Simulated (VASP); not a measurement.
SiC:

```
Si C
1.0
     3.09177    0.00000    0.00000
    -1.54588    2.67755    0.00000
     0.00000    0.00000    5.07402
Si C
2 2
Direct
  0.33333 0.66667 0.00456
  0.66667 0.33333 0.50456
  0.33333 0.66667 0.38044
  0.66667 0.33333 0.88044
```

```yaml
Program: VASP 6.6.1
Task: relaxation of cell and atoms
Functional: LDA
Potentials_or_basis: VASP PAW LDA potentials, release 64 (Si, C)
Cutoff: 600 eV
k_mesh: 12 × 12 × 6
Occupations: gaussian, width 0.02 eV
Spin: no spin polarisation
```

At the start: pressure -7.2 GPa; volume 10.50 Å³/atom.

How do energy, volume and symmetry change on relaxing?

Over 6 steps the energy falls by 8.0 meV/atom and the volume is 10.15 Å³/atom (-3.3 %); space group P6_3mc (No. 186, to 0.05 Å).

Step by step:
| step | energy change (eV) | largest force (eV/Å) | pressure (GPa) | volume (Å³) |
| --- | --- | --- | --- | --- |
| 1 | 0.0000 | 0.0002 | -7.21 | 42.00 |
| 2 | 0.0058 | 0.0196 | 8.76 | 39.20 |
| 3 | -0.0320 | 0.0086 | -0.05 | 40.63 |
| 4 | -0.0320 | 0.0088 | 0.10 | 40.60 |
| 5 | -0.0320 | 0.0099 | -0.09 | 40.64 |
| 6 | -0.0320 | 0.0004 | 0.01 | 40.62 |

Final structure:
```cif
data_structure
_symmetry_space_group_name_H-M 'P 1'
_symmetry_Int_Tables_number 1
_cell_length_a 3.0573
_cell_length_b 3.0573
_cell_length_c 5.0177
_cell_angle_alpha 90.000
_cell_angle_beta 90.000
_cell_angle_gamma 120.000
_cell_volume 40.62
loop_
_atom_site_label
_atom_site_type_symbol
_atom_site_fract_x
_atom_site_fract_y
_atom_site_fract_z
_atom_site_occupancy
Si1 Si 0.33333 0.66667 0.00460 1
Si2 Si 0.66667 0.33333 0.50460 1
C1 C 0.33333 0.66667 0.38040 1
C2 C 0.66667 0.33333 0.88040 1
```
